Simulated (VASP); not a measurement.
# AlCd15S16 (a cell with a defect) in VASP: single point with PBE

Aim: the single point of AlCd15S16 (a cell with a defect) with PBE.

All numbers are computed with VASP 6.6.1; they aren't measurements. Logs are shortened: lines on timing, memory, paths and dates and some standing lists are left out, and cuts for length are marked.

## Step 1: The cell of the first run

The cell holds a defect, 32 atoms: a = 8.300 Å, b = 8.300 Å, c = 13.474 Å, α = 90.00°, β = 90.00°, γ = 120.00°.

## Step 2: Single point, PBE, collinear spin

INCAR

```
PREC = Accurate ; ENCUT = 520
EDIFF = 1E-6 ; ISMEAR = -1
SIGMA = 0.01 ; LREAL = Auto
LASPH = True ; NELM = 150
ALGO = Normal ; ISIF = 2
LWAVE = False ; LCHARG = False
ISPIN = 2 ; MAGMOM = 1 0 0 0 0 0 0 0 0 0 0 0 0 0 0 0 0 0 0 0 0 0 0 0 0 0 0 0 0 0 0 0
LORBIT = 11 ; GGA = PE
NBANDS = 166 ; LUSENCCL = False
```

KPOINTS

```
regular mesh
0
Gamma
  3 3 2
```

POSCAR

```
AlCd15S16
1.0
    8.3000000000      0.0000000000      0.0000000000
   -4.1500000000      7.1880108514      0.0000000000
    0.0000000000      0.0000000000     13.4740000000
Al Cd S
1 15 16
Direct
    0.1671841198      0.3337126069      0.0000934110
    0.1671559726      0.3336895031      0.4975176954
    0.1607715569      0.8305002013      0.0002654017
    0.1709036047      0.8355702672      0.5002973696
    0.6703750412      0.3401071952      0.0002662879
    0.6653155713      0.3299805029      0.5003107958
    0.6703678458      0.8304917167      0.0002561042
    0.6653159626      0.8355678871      0.5003052940
    0.3341470678      0.1667891171      0.2466710849
    0.3313749115      0.1694406693      0.7519716281
    0.3341249510      0.6675767552      0.2466782424
    0.3313565893      0.6621535838      0.7519609449
    0.8333379334      0.1667809605      0.2466649438
    0.8386735076      0.1694524008      0.7519800535
    0.8338702526      0.6670647309      0.2555651285
    0.8337870728      0.6670181737      0.7423029458
    0.1672071394      0.3337156331      0.1706306413
    0.1671369344      0.3336772909      0.6862285764
    0.1644965185      0.8323656564      0.1875438758
    0.1722467565      0.8362448471      0.6906613761
    0.6685652701      0.3364364308      0.1875468971
    0.6645783306      0.3285594658      0.6906720910
    0.6685404235      0.8323554550      0.1875375014
    0.6645676931      0.8362536226      0.6906692588
    0.3333155707      0.1675711384      0.4347724401
    0.3198286305      0.1810506650      0.9452619519
    0.3333113529      0.6659740360      0.4347774978
    0.3198267597      0.6390154978      0.9452526862
    0.8348881584      0.1675605342      0.4347655657
    0.8618701806      0.1810553368      0.9452715913
    0.8338399667      0.6670371448      0.4431807107
    0.8338439691      0.6670357437      0.9321200068
```

Potentials or basis: VASP PAW PBE potentials, release 64 (Al, Cd, S).

The run is started by

```bash
cat potpaw_PBE.64/Al/POTCAR potpaw_PBE.64/Cd/POTCAR potpaw_PBE.64/S/POTCAR > POTCAR
mpirun -np 1 vasp_std > vasp.out
```

OUTCAR:

```text
PREC = Accurate
   ENCUT = 520
   EDIFF = 1E-6
   ISMEAR = -1
   LREAL = Auto
   LASPH = True
   NELM = 150
   ISIF = 2
   ISPIN = 2
   LORBIT = 11
   GGA = PE

 ion  position               nearest neighbor table
   1  0.167  0.334  0.000-  17 2.30  26 2.32  30 2.32  28 2.32
   2  0.167  0.334  0.498-  29 2.53  25 2.53  27 2.53  18 2.54
   3  0.161  0.831  0.000-  32 2.52  19 2.52  28 2.63  26 2.63
   4  0.171  0.836  0.500-  31 2.54  27 2.54  25 2.54  20 2.56
   5  0.670  0.340  0.000-  32 2.52  21 2.52  30 2.63  26 2.63
   6  0.665  0.330  0.500-  31 2.54  29 2.54  25 2.54  22 2.56
[... 24 lines left out ...]
  31  0.834  0.667  0.443-  15 2.53   8 2.54   4 2.54   6 2.54
  32  0.834  0.667  0.932-   7 2.52   3 2.52   5 2.52  16 2.56

  LATTYP: Found a hexagonal cell.
 ALAT       =     8.3000000000
 C/A-ratio  =     1.6233734940

  Lattice vectors:

 A1 = (   8.3000000000,   0.0000000000,   0.0000000000)
 A2 = (  -4.1500000000,   7.1880108514,   0.0000000000)
 A3 = (   0.0000000000,   0.0000000000,  13.4740000000)

Analysis of symmetry for initial positions (statically):
=====================================================================
 Subroutine PRICEL returns:
 Original cell was already a primitive cell.

 Routine SETGRP: Setting up the symmetry group for a
 hexagonal supercell.

 Subroutine GETGRP returns: Found  1 space group operations
 (whereof  1 operations were pure point group operations)
 out of a pool of 24 trial point group operations.

The static configuration has the point symmetry C_1 .

Analysis of symmetry for dynamics (positions and initial velocities):
=====================================================================
 Subroutine PRICEL returns:
 Original cell was already a primitive cell.

 Routine SETGRP: Setting up the symmetry group for a
 hexagonal supercell.

 Subroutine GETGRP returns: Found  1 space group operations
 (whereof  1 operations were pure point group operations)
 out of a pool of 24 trial point group operations.

The dynamic configuration has the point symmetry C_1 .

Analysis of structural, dynamic, and magnetic symmetry:
=====================================================================
 Subroutine PRICEL returns:
 Original cell was already a primitive cell.

 Routine SETGRP: Setting up the symmetry group for a
 hexagonal supercell.

 Subroutine GETGRP returns: Found  1 space group operations
 (whereof  1 operations were pure point group operations)
 out of a pool of 24 trial point group operations.

The overall configuration has the point symmetry C_1 .

 Subroutine INISYM returns: Found  1 space group operations
 (whereof  1 operations are pure point group operations),
 and found     1 'primitive' translations

----------------------------------------------------------------------------------------

                                     Primitive cell

  volume of cell :     803.8654

  direct lattice vectors                    reciprocal lattice vectors
     8.300000000  0.000000000  0.000000000     0.120481928  0.069560273 -0.000000000
    -4.150000000  7.188010851  0.000000000     0.000000000  0.139120547  0.000000000
     0.000000000  0.000000000 13.474000000     0.000000000 -0.000000000  0.074217011

  length of vectors
     8.300000000  8.300000000 13.474000000     0.139120547  0.139120547  0.074217011

  position of ions in fractional coordinates (direct lattice)
     0.167184120  0.333712607  0.000093411
     0.167155973  0.333689503  0.497517695
     0.160771557  0.830500201  0.000265402
     0.170903605  0.835570267  0.500297370
     0.670375041  0.340107195  0.000266288
     0.665315571  0.329980503  0.500310796
[... 24 lines left out ...]
     0.833839967  0.667037145  0.443180711
     0.833843969  0.667035744  0.932120007

  ion indices of the primitive-cell ions
   primitive index   ion index
                 1           1
                 2           2
                 3           3
                 4           4
                 5           5
                 6           6
[... 24 lines left out ...]
                31          31
                32          32

----------------------------------------------------------------------------------------

 KPOINTS: regular mesh

Automatic generation of k-mesh.
 Grid dimensions read from file:
 generate k-points for:    3    3    2

 Generating k-lattice:

  Cartesian coordinates                     Fractional coordinates (reciprocal lattice)
     0.040160643  0.023186758 -0.000000000     0.333333333  0.000000000  0.000000000
     0.000000000  0.046373516  0.000000000     0.000000000  0.333333333  0.000000000
     0.000000000 -0.000000000  0.037108505     0.000000000  0.000000000  0.500000000

  Length of vectors
     0.046373516  0.046373516  0.037108505

  Shift w.r.t. Gamma in fractional coordinates (k-lattice)
     0.000000000  0.000000000  0.000000000

 Subroutine IBZKPT returns following result:
 ===========================================

 Found     10 irreducible k-points:

 Following reciprocal coordinates:
            Coordinates               Weight
  0.000000  0.000000  0.000000      1.000000
  0.333333  0.000000  0.000000      2.000000
  0.000000  0.333333  0.000000      2.000000
 -0.333333  0.333333  0.000000      2.000000
  0.333333  0.333333  0.000000      2.000000
  0.000000  0.000000  0.500000      1.000000
  0.333333  0.000000  0.500000      2.000000
  0.000000  0.333333  0.500000      2.000000
 -0.333333  0.333333  0.500000      2.000000
  0.333333  0.333333  0.500000      2.000000
   k-points           NKPTS =     10   k-points in BZ     NKDIM =     10   number of bands    NBANDS=    166
   number of dos      NEDOS =    301   number of ions     NIONS =     32
   total plane-waves  NPLWV = 409600
   dimension x,y,z NGX =    64 NGY =   64 NGZ =  100
   dimension x,y,z NGXF=   128 NGYF=  128 NGZF=  200
   ions per type =               1  15  16
   NGX,Y,Z   is equivalent  to a cutoff of  12.82, 12.82, 12.34 a.u.
   NGXF,Y,Z  is equivalent  to a cutoff of  25.64, 25.64, 24.68 a.u.
 SYSTEM =  unknown system
   PREC   = accura    normal or accurate (medium, high low for compatibility)
   ISTART =      0    job   : 0-new  1-cont  2-samecut
   ICHARG =      2    charge: 1-file 2-atom 10-const
   ISPIN  =      2    spin polarized calculation?
   LNONCOLLINEAR =      F non collinear calculations
   LSORBIT =      F    spin-orbit coupling
   LASPH  =      T    aspherical Exc in radial PAW
   ENCUT  =  520.0 eV  38.22 Ry    6.18 a.u.  15.43 15.43 25.05*2*pi/ulx,y,z
   NELM   =    150;   NELMIN=  2; NELMDL= -5     # of ELM steps
   EDIFF  = 0.1E-05   stopping-criterion for ELM
   LREAL  =      T    real-space projection
   EDIFFG = 0.1E-04   stopping-criterion for IOM
   NSW    =      0    number of steps for IOM
   IBRION =     -1    ionic relax: 0-MD 1-quasi-New 2-CG
   NFREE  =      0    steps in history (QN), initial steepest desc. (CG)
   ISIF   =      2    stress and relaxation
   ISYM   =      2    0-nonsym 1-usesym 2-fastsym
   POTIM  = 0.5000    time-step for ionic-motion
   TEBEG  =    0.0;   TEEND  =   0.0 temperature during run
   PSTRESS=    0.0 pullay stress
   NELECT =     279.0000    total number of electrons
   NUPDOWN=      -1.0000    fix difference up-down
   EMIN   =  10.00;   EMAX   =-10.00  energy-range for DOS
   EFERMI =   0.00;   METHOD = LEGACY
   ISMEAR =    -1;   SIGMA  =   0.01  broadening in eV -4-tet -1-fermi 0-gaus
   EFERMI_NEDOS =   21; number of points for ismear=-14 and -15
   IALGO  =     38    algorithm
   IMIX   =      4    mixing-type and parameters
     AMIX     =   0.40;   BMIX     =  1.00
     AMIX_MAG =   1.60;   BMIX_MAG =  1.00
  volume/ion in A,a.u.               =      25.12       169.52
  Fermi-wavevector in a.u.,A,eV,Ry     =   1.150487  2.174105 18.008953  1.323621
  Thomas-Fermi vector in A             =   2.287151
   LORBIT       =     11    0 simple, 1 ext, 2 COOP (PROOUT), +10 PAW based schemes
   GGA     = PE    functional components
   LHFCALC =     F    Hartree Fock is set to
   AEXX    =    0.0000 exact exchange contribution
   IVDW    =     0    specifies the selected vdW correction
   LEPSILON=     F    determine dielectric tensor
   LRPA    =     F    only Hartree local field effects (RPA)
 spin polarized calculation
  energy-cutoff  :      520.00
  volume of cell :      803.87
 maximum number of plane-waves:     21722
 NGX is ok and might be reduce to    64
   NGX = 31   NGY = 31   NGZ = 51

 number of electron     278.9999985 magnetization       0.0008907

 Free energy of the ion-electron system (eV)
  ---------------------------------------------------
  ext. energy  EPLUGINS =         0.00000000
  ---------------------------------------------------
  free energy    TOTEN  =      -101.29712277 eV

  energy without entropy =     -101.29707198  energy(sigma->0) =     -101.29709738

 E-fermi :   3.5691     XC(G=0):  -9.0497

 val. band max:        3.4930272516   @ k =   0.3333   0.0000   0.0000
 cond. band min:       3.6272561572   @ k =   0.0000   0.0000   0.0000
 fundamental gap:      0.1342289056
 Fermi energy:         3.5691312291

 spin component 1

 k-point     1 :       0.0000    0.0000    0.0000
  band No.  band energies     occupation
      1     -11.2967      1.00000
      2     -10.8212      1.00000
      3     -10.8041      1.00000
      4     -10.7114      1.00000
      5     -10.7113      1.00000
      6     -10.6741      1.00000
[... 1529 lines left out ...]
    150       5.7759      0.00000
    151       5.8737      0.00000
 Fermi energy:         3.5691312291

 spin component 2

 k-point     1 :       0.0000    0.0000    0.0000
  band No.  band energies     occupation
      1     -11.2966      1.00000
      2     -10.8212      1.00000
      3     -10.8041      1.00000
      4     -10.7114      1.00000
      5     -10.7113      1.00000
      6     -10.6741      1.00000
[... 1529 lines left out ...]
    150       5.7758      0.00000
    151       5.8738      0.00000
 [bands above 151 left out]

------------------------ aborting loop because EDIFF is reached ----------------------------------------

  FORCE on cell =-STRESS in cart. coord.  units (eV):
  Direction    XX          YY          ZZ          XY          YZ          ZX
  --------------------------------------------------------------------------------------
  -------------------------------------------------------------------------------------
  Total        9.9488488      9.9485137     11.3872862     -0.0018708      0.0031294      0.0021073
  in kB       19.8289654     19.8282975     22.6959027     -0.0037287      0.0062372      0.0042001
  external PRESSURE =      20.7843885 kB  Pullay stress =       0.0000000 kB

 VOLUME and BASIS-vectors are now :
 -----------------------------------------------------------------------------
  energy-cutoff  :      520.00
  volume of cell :      803.87
      direct lattice vectors                 reciprocal lattice vectors
     8.300000000  0.000000000  0.000000000     0.120481928  0.069560273 -0.000000000
    -4.150000000  7.188010851  0.000000000     0.000000000  0.139120547  0.000000000
     0.000000000  0.000000000 13.474000000     0.000000000 -0.000000000  0.074217011

 POSITION                                       TOTAL-FORCE (eV/Angst)
 -----------------------------------------------------------------------------------
      0.00272      2.39873      0.00126        -0.000959      0.000105     -0.000363
      0.00258      2.39856      6.70355         0.000668      0.000436      0.005281
     -2.11217      5.96964      0.00358         0.007208      0.004522     -0.005260
     -2.04912      6.00609      6.74101        -0.000610     -0.000226      0.003815
      4.15267      2.44469      0.00359         0.000334     -0.008070     -0.005195
      4.15270      2.37190      6.74119         0.000435      0.000869      0.003431
[... 24 lines left out ...]
      4.15267      4.79467      5.97142         0.000058     -0.000039      0.006189
      4.15271      4.79466     12.55938         0.000227      0.000660     -0.001879
 -----------------------------------------------------------------------------------
    total drift:                               -0.002285     -0.001607     -0.007933

  FREE ENERGIE OF THE ION-ELECTRON SYSTEM (eV)
  ---------------------------------------------------
  free  energy   TOTEN  =      -101.2971227729 eV

  energy  without entropy=     -101.2970719830  energy(sigma->0) =     -101.29709738

 total charge

# of ion       s       p       d       tot
------------------------------------------
    1        0.379   0.338   0.000   0.717
    2        0.429   0.318   9.563  10.310
    3        0.431   0.290   9.562  10.282
    4        0.428   0.308   9.563  10.299
    5        0.431   0.290   9.562  10.282
    6        0.428   0.308   9.563  10.299
[... 24 lines left out ...]
   31        1.331   2.392   0.000   3.723
   32        1.333   2.395   0.000   3.727
--------------------------------------------------
tot         28.105  43.250 143.440 214.795

 magnetization (x)

# of ion       s       p       d       tot
------------------------------------------
    1        0.000   0.000   0.000   0.000
    2       -0.000  -0.000   0.000  -0.000
    3        0.000   0.000  -0.000   0.000
    4       -0.000  -0.000   0.000  -0.000
    5        0.000   0.000  -0.000   0.000
    6       -0.000  -0.000   0.000  -0.000
[... 24 lines left out ...]
   31        0.000   0.000   0.000   0.000
   32       -0.000  -0.000   0.000  -0.000
--------------------------------------------------
tot         -0.000  -0.000  -0.000  -0.000
```

Run time: 10 min. Hardware: 1 × NVIDIA H100 80GB with 1 thread of AMD EPYC 7R13 (Zen 3), shared host; peak memory 2.8 GiB.

Results:

```yaml
Free_energy: -101.2971 eV
Pressure: 2.1 GPa
Largest_force: 0.042 eV/Å
Net_moment: 0.00 μB per cell
Valence_electrons_inside_the_program's_atomic_spheres: Al 0.72; Cd 10.31, 10.28, 10.30 (each value once); S 3.74, 3.73, 3.72 (each value once)
```

Forces in eV/Å, atoms in the order of the input:
```
Al  -0.001  0.000  0.000
Cd   0.001  0.000  0.005
Cd   0.007  0.005 -0.005
Cd  -0.001  0.000  0.004
Cd   0.000 -0.008 -0.005
Cd   0.000  0.001  0.003
Cd  -0.007  0.004 -0.005
Cd   0.001  0.000  0.004
Cd  -0.001  0.001  0.001
Cd   0.002 -0.001  0.009
Cd   0.000 -0.002  0.001
Cd   0.000  0.002  0.009
Cd   0.002  0.001  0.000
Cd  -0.003 -0.001  0.009
Cd   0.001  0.000  0.004
Cd   0.001  0.000 -0.003
S   -0.001 -0.001 -0.042
S   -0.001  0.000 -0.008
S   -0.001 -0.001  0.000
S    0.003  0.003  0.000
S    0.000  0.001  0.000
S    0.001 -0.004  0.000
S    0.001 -0.001  0.001
S   -0.002  0.003  0.000
S    0.001 -0.002  0.001
S   -0.028  0.015  0.004
S   -0.001  0.001  0.001
S   -0.001 -0.031  0.005
S   -0.002 -0.002  0.001
S    0.028  0.016  0.003
S    0.000  0.000  0.006
S    0.000  0.001 -0.002
```
